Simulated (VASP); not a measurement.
Crystal: Al.

```
Al
1.0
     2.84580    0.00000    0.00000
    -1.42290    2.46454    0.00000
     0.00000    0.00000    9.24683
Al
4
Direct
  0.66667 0.33333 0.75000
  0.00000 0.00000 0.50000
  0.33333 0.66667 0.25000
  0.00000 0.00000 0.00000
```

Base run:

| Quantity | Value |
| --- | --- |
| Program | VASP 6.6.1 |
| Functional | r2SCAN |
| Potentials or basis | VASP PAW PBE potentials, release 64 (Al) |
| Cutoff | 520 eV |
| k mesh | 11 × 11 × 3 |
| Occupations | fermi-dirac, width 0.05 eV |
| Spin | no spin polarisation |

Its results: band gap on the k mesh zero (band 6 reaches 12.41 eV, above the bottom of band 7 at 6.23 eV); pressure -1.6 GPa.

**Question.** The run is repeated on the same cell with these changes: functional from r2SCAN to PBEsol. What comes out?

**Answer.** Band gap on the k mesh zero (band 6 reaches 12.10 eV, above the bottom of band 7 at 6.20 eV); pressure 0.3 GPa.

Caveats: the PAW data sets were made with another functional, which shifts forces and pressure a little.
